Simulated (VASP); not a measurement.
# MgS (P6_3mc) in VASP: a series of runs, part 2 of 3

VASP 6.6.1. Earlier steps stand in the parts before.

**3. Single point, LDA (21.76 Å³/atom)**

This run uses another cell than the first one, of 21.76 Å³/atom.

Contents of INCAR:

```
PREC     = Accurate       # precision mode
ENCUT    = 520            # plane-wave cutoff, eV
EDIFF    = 1E-6           # SCF threshold, eV
ISMEAR   = -1             # smearing method
SIGMA    = 0.05           # smearing width, eV
LREAL    = F              # projectors in reciprocal space
LASPH    = T              # aspherical terms in the spheres
NELM     = 60             # most SCF steps
ALGO     = Normal         # electronic algorithm
ISIF     = 2              # what is computed and relaxed
LWAVE    = F              # write WAVECAR
LCHARG   = T              # write CHGCAR
LELF     = T              # ELF
LVHAR    = T            
NBANDS   = 16             # bands
```

Contents of KPOINTS:

```
Automatic mesh
0
Gamma
  8 8 4
```

Contents of POSCAR:

```
MgS
1.0
    3.9800937980      0.0000000000      0.0000000000
   -1.9900468990      3.4468623386      0.0000000000
    0.0000000000      0.0000000000      6.3453606289
S Mg
2 2
Direct
    0.6666666667      0.3333333333      0.8792441500
    0.3333333333      0.6666666667      0.3792441500
    0.3333333333      0.6666666667      0.9957548500
    0.6666666667      0.3333333333      0.4957548500
```

Potentials or basis: VASP PAW LDA potentials, release 64 (S, Mg).

Launch:

```sh
> cat potpaw_LDA.64/S/POTCAR potpaw_LDA.64/Mg/POTCAR > POTCAR
> mpirun -np 1 vasp_std > vasp.out
```

OUTCAR:

```text
PREC = Accurate
   ENCUT = 520
   EDIFF = 1E-6
   ISMEAR = -1
   LREAL = F
   LASPH = T
   NELM = 60
   ISIF = 2

 ion  position               nearest neighbor table
   1  0.667  0.333  0.879-   3 2.41   3 2.41   3 2.41   4 2.43
   2  0.333  0.667  0.379-   4 2.41   4 2.41   4 2.41   3 2.43
   3  0.333  0.667  0.996-   1 2.41   1 2.41   1 2.41   2 2.43
   4  0.667  0.333  0.496-   2 2.41   2 2.41   2 2.41   1 2.43

  LATTYP: Found a hexagonal cell.
 ALAT       =     3.9800937980
 C/A-ratio  =     1.5942741430

  Lattice vectors:

 A1 = (   3.9800937980,   0.0000000000,   0.0000000000)
 A2 = (  -1.9900468990,   3.4468623386,   0.0000000000)
 A3 = (   0.0000000000,   0.0000000000,   6.3453606289)

Analysis of symmetry for initial positions (statically):
=====================================================================
 Subroutine PRICEL returns:
 Original cell was already a primitive cell.

 Routine SETGRP: Setting up the symmetry group for a
 hexagonal supercell.

 Subroutine GETGRP returns: Found 12 space group operations
 (whereof  6 operations were pure point group operations)
 out of a pool of 24 trial point group operations.

The static configuration has the point symmetry C_3v.
 The point group associated with its full space group is C_6v.

Analysis of symmetry for dynamics (positions and initial velocities):
=====================================================================
 Subroutine PRICEL returns:
 Original cell was already a primitive cell.

 Routine SETGRP: Setting up the symmetry group for a
 hexagonal supercell.

 Subroutine GETGRP returns: Found 12 space group operations
 (whereof  6 operations were pure point group operations)
 out of a pool of 24 trial point group operations.

The dynamic configuration has the point symmetry C_3v.
 The point group associated with its full space group is C_6v.

 Subroutine INISYM returns: Found 12 space group operations
 (whereof  6 operations are pure point group operations),
 and found     1 'primitive' translations

----------------------------------------------------------------------------------------

                                     Primitive cell

  volume of cell :      87.0510

  direct lattice vectors                    reciprocal lattice vectors
     3.980093798  0.000000000  0.000000000     0.251250360  0.145059463  0.000000000
    -1.990046899  3.446862339  0.000000000     0.000000000  0.290118926  0.000000000
     0.000000000  0.000000000  6.345360629     0.000000000  0.000000000  0.157595456

  length of vectors
     3.980093798  3.980093798  6.345360629     0.290118926  0.290118926  0.157595456

  position of ions in fractional coordinates (direct lattice)
     0.666666667  0.333333333  0.879244150
     0.333333333  0.666666667  0.379244150
     0.333333333  0.666666667  0.995754850
     0.666666667  0.333333333  0.495754850

  ion indices of the primitive-cell ions
   primitive index   ion index
                 1           1
                 2           2
                 3           3
                 4           4

----------------------------------------------------------------------------------------

 KPOINTS: Automatic mesh

Automatic generation of k-mesh.
[... 24 lines left out ...]
  0.125000  0.000000  0.000000      6.000000
  0.250000  0.000000  0.000000      6.000000
  0.375000  0.000000  0.000000      6.000000
  0.500000  0.000000  0.000000      3.000000
  0.125000  0.125000  0.000000      6.000000
[... 16 lines left out ...]
  0.250000  0.000000  0.500000      6.000000
  0.375000  0.000000  0.500000      6.000000
 [... further k-points ...]
   k-points           NKPTS =     30   k-points in BZ     NKDIM =     30   number of bands    NBANDS=     16
   number of dos      NEDOS =    301   number of ions     NIONS =      4
   total plane-waves  NPLWV =  43200
   dimension x,y,z NGX =    30 NGY =   30 NGZ =   48
   dimension x,y,z NGXF=    60 NGYF=   60 NGZF=   96
   ions per type =               2   2
   NGX,Y,Z   is equivalent  to a cutoff of  12.53, 12.53, 12.58 a.u.
   NGXF,Y,Z  is equivalent  to a cutoff of  25.06, 25.06, 25.15 a.u.
 SYSTEM =  unknown system
   PREC   = accura    normal or accurate (medium, high low for compatibility)
   ISTART =      0    job   : 0-new  1-cont  2-samecut
   ICHARG =      2    charge: 1-file 2-atom 10-const
   ISPIN  =      1    spin polarized calculation?
   LNONCOLLINEAR =      F non collinear calculations
   LSORBIT =      F    spin-orbit coupling
   LASPH  =      T    aspherical Exc in radial PAW
   ENCUT  =  520.0 eV  38.22 Ry    6.18 a.u.   7.40  7.40 11.80*2*pi/ulx,y,z
   NELM   =     60;   NELMIN=  2; NELMDL= -5     # of ELM steps
   EDIFF  = 0.1E-05   stopping-criterion for ELM
   LREAL  =      F    real-space projection
   EDIFFG = 0.1E-04   stopping-criterion for IOM
   NSW    =      0    number of steps for IOM
   IBRION =     -1    ionic relax: 0-MD 1-quasi-New 2-CG
   NFREE  =      0    steps in history (QN), initial steepest desc. (CG)
   ISIF   =      2    stress and relaxation
   ISYM   =      2    0-nonsym 1-usesym 2-fastsym
   POTIM  = 0.5000    time-step for ionic-motion
   TEBEG  =    0.0;   TEEND  =   0.0 temperature during run
   PSTRESS=    0.0 pullay stress
   NELECT =      16.0000    total number of electrons
   NUPDOWN=      -1.0000    fix difference up-down
   EMIN   =  10.00;   EMAX   =-10.00  energy-range for DOS
   EFERMI =   0.00;   METHOD = LEGACY
   ISMEAR =    -1;   SIGMA  =   0.05  broadening in eV -4-tet -1-fermi 0-gaus
   EFERMI_NEDOS =   21; number of points for ismear=-14 and -15
   IALGO  =     38    algorithm
   IMIX   =      4    mixing-type and parameters
     AMIX     =   0.40;   BMIX     =  1.00
     AMIX_MAG =   1.60;   BMIX_MAG =  1.00
  volume/ion in A,a.u.               =      21.76       146.86
  Fermi-wavevector in a.u.,A,eV,Ry     =   0.930801  1.758959 11.787966  0.866391
  Thomas-Fermi vector in A             =   2.057228
   LORBIT       =      0    0 simple, 1 ext, 2 COOP (PROOUT), +10 PAW based schemes
   GGA     = CA    functional components
   LHFCALC =     F    Hartree Fock is set to
   AEXX    =    0.0000 exact exchange contribution
   IVDW    =     0    specifies the selected vdW correction
   LEPSILON=     F    determine dielectric tensor
   LRPA    =     F    only Hartree local field effects (RPA)
 non-spin polarized calculation
  energy-cutoff  :      520.00
  volume of cell :       87.05
 maximum number of plane-waves:      2388
 NGX is ok and might be reduce to    30
   NGX = 15   NGY = 15   NGZ = 23

 number of electron      16.0000001 magnetization

 Free energy of the ion-electron system (eV)
  ---------------------------------------------------
  ext. energy  EPLUGINS =         0.00000000
  ---------------------------------------------------
  free energy    TOTEN  =       -18.82285764 eV

  energy without entropy =      -18.82285764  energy(sigma->0) =      -18.82285764

 E-fermi :   2.2878     XC(G=0):  -8.9135

 val. band max:        1.2991080585   @ k =   0.0000   0.0000   0.0000
 cond. band min:       4.6628135797   @ k =   0.0000   0.0000   0.0000
 fundamental gap:      3.3637055212
 Fermi energy:         2.2878048706

 k-point     1 :       0.0000    0.0000    0.0000
  band No.  band energies     occupation
      1     -10.2301      2.00000
      2      -9.4107      2.00000
      3      -2.1543      2.00000
      4       0.6835      2.00000
      5       0.6835      2.00000
      6       1.1293      2.00000
[... 433 lines left out ...]
      3      -1.7865      2.00000
      4      -1.7865      2.00000
      5       0.3689      2.00000
      6       0.3689      2.00000
[... 8 lines left out ...]
     15      10.4307      0.00000
     16      10.4307      0.00000

 [... further k-points ...]

------------------------ aborting loop because EDIFF is reached ----------------------------------------

  FORCE on cell =-STRESS in cart. coord.  units (eV):
  Direction    XX          YY          ZZ          XY          YZ          ZX
  --------------------------------------------------------------------------------------
  -------------------------------------------------------------------------------------
  Total        0.0384174      0.0384174     -0.1524167      0.0000000      0.0000000      0.0000000
  in kB        0.7070734      0.7070734     -2.8052364      0.0000000      0.0000000      0.0000000
  external PRESSURE =      -0.4636965 kB  Pullay stress =       0.0000000 kB

 VOLUME and BASIS-vectors are now :
 -----------------------------------------------------------------------------
  energy-cutoff  :      520.00
  volume of cell :       87.05
      direct lattice vectors                 reciprocal lattice vectors
     3.980093798  0.000000000  0.000000000     0.251250360  0.145059463  0.000000000
    -1.990046899  3.446862339  0.000000000     0.000000000  0.290118926  0.000000000
     0.000000000  0.000000000  6.345360629     0.000000000  0.000000000  0.157595456

 POSITION                                       TOTAL-FORCE (eV/Angst)
 -----------------------------------------------------------------------------------
      1.99005      1.14895      5.57912        -0.000000      0.000000     -0.049711
     -0.00000      2.29791      2.40644         0.000000      0.000000     -0.049711
     -0.00000      2.29791      6.31842        -0.000000     -0.000000      0.049711
      1.99005      1.14895      3.14574        -0.000000      0.000000      0.049711
 -----------------------------------------------------------------------------------
    total drift:                                0.000000     -0.000000      0.000261

  FREE ENERGIE OF THE ION-ELECTRON SYSTEM (eV)
  ---------------------------------------------------
  free  energy   TOTEN  =       -18.8228576358 eV

  energy  without entropy=      -18.8228576357  energy(sigma->0) =      -18.82285764
```

It took 24 s on 1 thread of Intel Xeon Platinum 8375C at 2.90GHz (Ice Lake), shared host; peak memory 0.18 GiB.

Results:

| Quantity | Value |
| --- | --- |
| Free energy | -18.8229 eV |
| Pressure | 0.0 GPa |
| Largest force | 0.050 eV/Å |
| Band gap on the k mesh | 3.36 eV |

Forces on the atoms (eV/Å):
```
S    0.000  0.000 -0.050
S    0.000  0.000 -0.050
Mg   0.000  0.000  0.050
Mg   0.000  0.000  0.050
```

Stress tensor (GPa, compression positive):
```
 0.07  0.00  0.00
 0.00  0.07  0.00
 0.00  0.00 -0.28
```

(Part 2 of 3 ends here.)
